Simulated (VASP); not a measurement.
# MgS (F-43m) in VASP: single point with r2SCAN

Aim: the single point of MgS with r2SCAN.

All numbers are computed with VASP 6.6.1; they aren't measurements. Logs are shortened: lines on timing, memory, paths and dates and some standing lists are left out, and cuts for length are marked.

## Step 1: The cell of the first run

It takes space group F-43m (No. 216, cubic). Conventional cell: a = 5.652 Å, b = 5.652 Å, c = 5.652 Å, α = 90.00°, β = 90.00°, γ = 90.00°. Mg (site symmetry -43m) has 4 S at 2.45 Å within 3.2 Å. S (site symmetry -43m) has 4 Mg at 2.45 Å within 3.2 Å.

## Step 2: Single point, r2SCAN

The input, POSCAR:

```
MgS
1.0
   11.3030650000      0.0000000000      0.0000000000
    0.0000000000     11.3030650000      0.0000000000
    0.0000000000      0.0000000000     11.3030650000
Mg S
32 32
Direct
    0.0000000000      0.0000000000      0.0000000000
    0.0000000000      0.0000000000      0.5000000000
    0.0000000000      0.5000000000      0.0000000000
    0.0000000000      0.5000000000      0.5000000000
    0.5000000000      0.0000000000      0.0000000000
    0.5000000000      0.0000000000      0.5000000000
    0.5000000000      0.5000000000      0.0000000000
    0.5000000000      0.5000000000      0.5000000000
    0.2500000000      0.2500000000      0.0000000000
    0.2500000000      0.2500000000      0.5000000000
    0.2500000000      0.7500000000      0.0000000000
    0.2500000000      0.7500000000      0.5000000000
    0.7500000000      0.2500000000      0.0000000000
    0.7500000000      0.2500000000      0.5000000000
    0.7500000000      0.7500000000      0.0000000000
    0.7500000000      0.7500000000      0.5000000000
    0.2500000000      0.0000000000      0.2500000000
    0.2500000000      0.0000000000      0.7500000000
    0.2500000000      0.5000000000      0.2500000000
    0.2500000000      0.5000000000      0.7500000000
    0.7500000000      0.0000000000      0.2500000000
    0.7500000000      0.0000000000      0.7500000000
    0.7500000000      0.5000000000      0.2500000000
    0.7500000000      0.5000000000      0.7500000000
    0.0000000000      0.2500000000      0.2500000000
    0.0000000000      0.2500000000      0.7500000000
    0.0000000000      0.7500000000      0.2500000000
    0.0000000000      0.7500000000      0.7500000000
    0.5000000000      0.2500000000      0.2500000000
    0.5000000000      0.2500000000      0.7500000000
    0.5000000000      0.7500000000      0.2500000000
    0.5000000000      0.7500000000      0.7500000000
    0.1250000000      0.1250000000      0.1250000000
    0.1250000000      0.1250000000      0.6250000000
    0.1250000000      0.6250000000      0.1250000000
    0.1250000000      0.6250000000      0.6250000000
    0.6250000000      0.1250000000      0.1250000000
    0.6250000000      0.1250000000      0.6250000000
    0.6250000000      0.6250000000      0.1250000000
    0.6250000000      0.6250000000      0.6250000000
    0.3750000000      0.3750000000      0.1250000000
    0.3750000000      0.3750000000      0.6250000000
    0.3750000000      0.8750000000      0.1250000000
    0.3750000000      0.8750000000      0.6250000000
    0.8750000000      0.3750000000      0.1250000000
    0.8750000000      0.3750000000      0.6250000000
    0.8750000000      0.8750000000      0.1250000000
    0.8750000000      0.8750000000      0.6250000000
    0.3750000000      0.1250000000      0.3750000000
    0.3750000000      0.1250000000      0.8750000000
    0.3750000000      0.6250000000      0.3750000000
    0.3750000000      0.6250000000      0.8750000000
    0.8750000000      0.1250000000      0.3750000000
    0.8750000000      0.1250000000      0.8750000000
    0.8750000000      0.6250000000      0.3750000000
    0.8750000000      0.6250000000      0.8750000000
    0.1250000000      0.3750000000      0.3750000000
    0.1250000000      0.3750000000      0.8750000000
    0.1250000000      0.8750000000      0.3750000000
    0.1250000000      0.8750000000      0.8750000000
    0.6250000000      0.3750000000      0.3750000000
    0.6250000000      0.3750000000      0.8750000000
    0.6250000000      0.8750000000      0.3750000000
    0.6250000000      0.8750000000      0.8750000000
```

The input, INCAR.step1:

```
ALGO     = Normal         # electronic algorithm
EDIFF    = 1E-4           # SCF threshold, eV
ENCUT    = 520            # plane-wave cutoff, eV
GGA      = PE             # functional
ISMEAR   = -1             # smearing method
ISYM     = 0            
LASPH    = True           # aspherical terms in the spheres
LCHARG   = False          # write CHGCAR
LREAL    = Auto         
LWAVE    = True           # write WAVECAR
NBANDS   = 166            # bands
NELM     = 60             # most SCF steps
PREC     = Accurate       # precision mode
SIGMA    = 0.05           # smearing width, eV
```

The input, INCAR.step2:

```
ALGO     = Normal         # electronic algorithm
EDIFF    = 1E-7           # SCF threshold, eV
ENCUT    = 520            # plane-wave cutoff, eV
ISIF     = 2              # what is computed and relaxed
ISMEAR   = -1             # smearing method
ISTART   = 1            
ISYM     = 0            
LASPH    = True           # aspherical terms in the spheres
LCHARG   = True           # write CHGCAR
LELF     = True           # ELF
LMIXTAU  = True         
LREAL    = Auto         
LVHAR    = True         
LWAVE    = False          # write WAVECAR
METAGGA  = R2SCAN         # meta-GGA
NBANDS   = 166            # bands
NELM     = 60             # most SCF steps
PREC     = Accurate       # precision mode
SIGMA    = 0.05           # smearing width, eV
```

The input, KPOINTS:

```
Automatic mesh
0
Gamma
  1 1 1
  0.25 0.25 0.25
```

Potentials or basis: VASP PAW PBE potentials, release 64 (Mg, S).

On the command line:

```sh
$ cat potpaw_PBE.64/Mg/POTCAR potpaw_PBE.64/S/POTCAR > POTCAR
$ cp INCAR.step1 INCAR
$ mpirun -np 1 vasp_std > vasp.out
$ cp INCAR.step2 INCAR
$ mpirun -np 1 vasp_std > vasp.out
```

OUTCAR:

```text
EDIFF = 1E-7
   ENCUT = 520
   ISIF = 2
   ISMEAR = -1
   ISTART = 1
   ISYM = 0
   LASPH = True
   LREAL = Auto
   METAGGA = R2SCAN
   NELM = 60
   PREC = Accurate

 ion  position               nearest neighbor table
   1  0.000  0.000  0.000-  33 2.45  47 2.45  54 2.45  60 2.45
   2  0.000  0.000  0.500-  34 2.45  48 2.45  53 2.45  59 2.45
   3  0.000  0.500  0.000-  35 2.45  45 2.45  56 2.45  58 2.45
   4  0.000  0.500  0.500-  36 2.45  46 2.45  55 2.45  57 2.45
   5  0.500  0.000  0.000-  37 2.45  43 2.45  50 2.45  64 2.45
   6  0.500  0.000  0.500-  38 2.45  44 2.45  49 2.45  63 2.45
[... 56 lines left out ...]
  63  0.625  0.875  0.375-   6 2.45  16 2.45  21 2.45  31 2.45
  64  0.625  0.875  0.875-   5 2.45  15 2.45  22 2.45  32 2.45

IMPORTANT INFORMATION: All symmetrisations will be switched off!
NOSYMM: (Re-)initialisation of all symmetry stuff for point group C_1.

----------------------------------------------------------------------------------------

                                     Primitive cell

  volume of cell :    1444.0714

  direct lattice vectors                    reciprocal lattice vectors
    11.303065000  0.000000000  0.000000000     0.088471578  0.000000000  0.000000000
     0.000000000 11.303065000  0.000000000     0.000000000  0.088471578  0.000000000
     0.000000000  0.000000000 11.303065000     0.000000000  0.000000000  0.088471578

  length of vectors
    11.303065000 11.303065000 11.303065000     0.088471578  0.088471578  0.088471578

  position of ions in fractional coordinates (direct lattice)
     0.000000000  0.000000000  0.000000000
     0.000000000  0.000000000  0.500000000
     0.000000000  0.500000000  0.000000000
     0.000000000  0.500000000  0.500000000
     0.500000000  0.000000000  0.000000000
     0.500000000  0.000000000  0.500000000
[... 56 lines left out ...]
     0.625000000  0.875000000  0.375000000
     0.625000000  0.875000000  0.875000000

  ion indices of the primitive-cell ions
   primitive index   ion index
                 1           1
                 2           2
                 3           3
                 4           4
                 5           5
                 6           6
[... 56 lines left out ...]
                63          63
                64          64

----------------------------------------------------------------------------------------

 KPOINTS: Automatic mesh

Automatic generation of k-mesh.
 Grid dimensions read from file:
 generate k-points for:    1    1    1

 Generating k-lattice:

  Cartesian coordinates                     Fractional coordinates (reciprocal lattice)
     0.088471578  0.000000000  0.000000000     1.000000000  0.000000000  0.000000000
     0.000000000  0.088471578  0.000000000     0.000000000  1.000000000  0.000000000
     0.000000000  0.000000000  0.088471578     0.000000000  0.000000000  1.000000000

  Length of vectors
     0.088471578  0.088471578  0.088471578

  Shift w.r.t. Gamma in fractional coordinates (k-lattice)
     0.250000000  0.250000000  0.250000000

 Subroutine IBZKPT returns following result:
 ===========================================

 Found      4 irreducible k-points:

 Following reciprocal coordinates:
            Coordinates               Weight
  0.250000  0.250000  0.250000      2.000000
 -0.250000  0.250000  0.250000      2.000000
 -0.250000 -0.250000  0.250000      2.000000
  0.250000 -0.250000  0.250000      2.000000
   k-points           NKPTS =      4   k-points in BZ     NKDIM =      4   number of bands    NBANDS=    166
   number of dos      NEDOS =    301   number of ions     NIONS =     64
   total plane-waves  NPLWV = 592704
   dimension x,y,z NGX =    84 NGY =   84 NGZ =   84
   dimension x,y,z NGXF=   168 NGYF=  168 NGZF=  168
   ions per type =              32  32
   NGX,Y,Z   is equivalent  to a cutoff of  12.35, 12.35, 12.35 a.u.
   NGXF,Y,Z  is equivalent  to a cutoff of  24.71, 24.71, 24.71 a.u.
 SYSTEM =  unknown system
   PREC   = accura    normal or accurate (medium, high low for compatibility)
   ISTART =      1    job   : 0-new  1-cont  2-samecut
   ICHARG =      0    charge: 1-file 2-atom 10-const
   ISPIN  =      1    spin polarized calculation?
   LNONCOLLINEAR =      F non collinear calculations
   LSORBIT =      F    spin-orbit coupling
   LASPH  =      T    aspherical Exc in radial PAW
   ENCUT  =  520.0 eV  38.22 Ry    6.18 a.u.  21.02 21.02 21.02*2*pi/ulx,y,z
   NELM   =     60;   NELMIN=  2; NELMDL=  0     # of ELM steps
   EDIFF  = 0.1E-06   stopping-criterion for ELM
   LREAL  =      T    real-space projection
   EDIFFG = 0.1E-05   stopping-criterion for IOM
   NSW    =      0    number of steps for IOM
   IBRION =     -1    ionic relax: 0-MD 1-quasi-New 2-CG
   NFREE  =      0    steps in history (QN), initial steepest desc. (CG)
   ISIF   =      2    stress and relaxation
   ISYM   =      0    0-nonsym 1-usesym 2-fastsym
   POTIM  = 0.5000    time-step for ionic-motion
   TEBEG  =    0.0;   TEEND  =   0.0 temperature during run
   PSTRESS=    0.0 pullay stress
   NELECT =     256.0000    total number of electrons
   NUPDOWN=      -1.0000    fix difference up-down
   EMIN   =  10.00;   EMAX   =-10.00  energy-range for DOS
   EFERMI =   0.00;   METHOD = LEGACY
   ISMEAR =    -1;   SIGMA  =   0.05  broadening in eV -4-tet -1-fermi 0-gaus
   EFERMI_NEDOS =   21; number of points for ismear=-14 and -15
   IALGO  =     38    algorithm
   IMIX   =      4    mixing-type and parameters
     AMIX     =   0.40;   BMIX     =  1.00
     AMIX_MAG =   1.60;   BMIX_MAG =  1.00
  volume/ion in A,a.u.               =      22.56       152.27
  Fermi-wavevector in a.u.,A,eV,Ry     =   0.919656  1.737897 11.507353  0.845767
  Thomas-Fermi vector in A             =   2.044874
   LORBIT       =      0    0 simple, 1 ext, 2 COOP (PROOUT), +10 PAW based schemes
   METAGGA = R2SCAN    functional components
   LHFCALC =     F    Hartree Fock is set to
   AEXX    =    0.0000 exact exchange contribution
   IVDW    =     0    specifies the selected vdW correction
   LEPSILON=     F    determine dielectric tensor
   LRPA    =     F    only Hartree local field effects (RPA)
 non-spin polarized calculation
  energy-cutoff  :      520.00
  volume of cell :     1444.07
 maximum number of plane-waves:     38877
   NGX = 43   NGY = 43   NGZ = 43

 number of electron     255.9999919 magnetization

 Free energy of the ion-electron system (eV)
  ---------------------------------------------------
  ext. energy  EPLUGINS =         0.00000000
  ---------------------------------------------------
  free energy    TOTEN  =      -494.43252724 eV

  energy without entropy =     -494.43252724  energy(sigma->0) =     -494.43252724

 E-fermi :   1.9928     XC(G=0):  -8.7979

 val. band max:        0.7485848918   @ k =  -0.2500  -0.2500   0.2500
 cond. band min:       5.5689447766   @ k =   0.2500   0.2500   0.2500
 fundamental gap:      4.8203598848
 Fermi energy:         1.9927837027

 k-point     1 :       0.2500    0.2500    0.2500
  band No.  band energies     occupation
      1     -10.8645      2.00000
      2     -10.6478      2.00000
      3     -10.6478      2.00000
      4     -10.6478      2.00000
      5     -10.4792      2.00000
      6     -10.4792      2.00000
[... 132 lines left out ...]
    139       6.5732      0.00000
    140       6.5732      0.00000

 k-point     2 :      -0.2500    0.2500    0.2500
  band No.  band energies     occupation
      1     -10.8645      2.00000
      2     -10.6478      2.00000
      3     -10.6478      2.00000
      4     -10.6478      2.00000
      5     -10.4792      2.00000
      6     -10.4792      2.00000
[... 132 lines left out ...]
    139       6.5732      0.00000
    140       6.5732      0.00000

 k-point     3 :      -0.2500   -0.2500    0.2500
  band No.  band energies     occupation
      1     -10.8645      2.00000
      2     -10.6478      2.00000
      3     -10.6478      2.00000
      4     -10.6478      2.00000
      5     -10.4792      2.00000
      6     -10.4792      2.00000
[... 132 lines left out ...]
    139       6.5732      0.00000
    140       6.5732      0.00000

 k-point     4 :       0.2500   -0.2500    0.2500
  band No.  band energies     occupation
      1     -10.8645      2.00000
      2     -10.6478      2.00000
      3     -10.6478      2.00000
      4     -10.6478      2.00000
      5     -10.4792      2.00000
      6     -10.4792      2.00000
[... 132 lines left out ...]
    139       6.5732      0.00000
    140       6.5732      0.00000
 [bands above 140 left out]

------------------------ aborting loop because EDIFF is reached ----------------------------------------

  FORCE on cell =-STRESS in cart. coord.  units (eV):
  Direction    XX          YY          ZZ          XY          YZ          ZX
  --------------------------------------------------------------------------------------
  -------------------------------------------------------------------------------------
  Total        0.1895176      0.1895187      0.1895352     -0.0000002     -0.0000044      0.0000001
  in kB        0.2102672      0.2102684      0.2102867     -0.0000002     -0.0000049      0.0000001
  external PRESSURE =       0.2102741 kB  Pullay stress =       0.0000000 kB

 VOLUME and BASIS-vectors are now :
 -----------------------------------------------------------------------------
  energy-cutoff  :      520.00
  volume of cell :     1444.07
      direct lattice vectors                 reciprocal lattice vectors
    11.303065000  0.000000000  0.000000000     0.088471578  0.000000000  0.000000000
     0.000000000 11.303065000  0.000000000     0.000000000  0.088471578  0.000000000
     0.000000000  0.000000000 11.303065000     0.000000000  0.000000000  0.088471578

 POSITION                                       TOTAL-FORCE (eV/Angst)
 -----------------------------------------------------------------------------------
      0.00000      0.00000      0.00000         0.000001      0.000000     -0.000000
      0.00000      0.00000      5.65153         0.000001      0.000000     -0.000000
      0.00000      5.65153      0.00000         0.000001     -0.000000     -0.000000
      0.00000      5.65153      5.65153         0.000001      0.000000      0.000000
      5.65153      0.00000      0.00000         0.000001     -0.000000      0.000000
      5.65153      0.00000      5.65153         0.000001      0.000000     -0.000000
[... 56 lines left out ...]
      7.06442      9.89018      4.23865        -0.000001     -0.000000      0.000000
      7.06442      9.89018      9.89018        -0.000001     -0.000000     -0.000000
 -----------------------------------------------------------------------------------
    total drift:                                0.000000      0.000000      0.000000

  FREE ENERGIE OF THE ION-ELECTRON SYSTEM (eV)
  ---------------------------------------------------
  free  energy   TOTEN  =      -494.4325272392 eV

  energy  without entropy=     -494.4325272391  energy(sigma->0) =     -494.43252724
```

Run time: 49 min. Hardware: 1 thread of Intel Xeon 6975P-C (Granite Rapids), shared host; peak memory 1.6 GiB.

What came out:

| Property | Result |
| --- | --- |
| Free energy | -494.4325 eV |
| Pressure | 0.0 GPa |
| Band gap on the k mesh | 4.82 eV |

Caveat: the PAW data sets were made with another functional, which shifts forces and pressure a little; a shifted mesh leaves out Γ, where band edges can lie. A k mesh can miss the band edges.
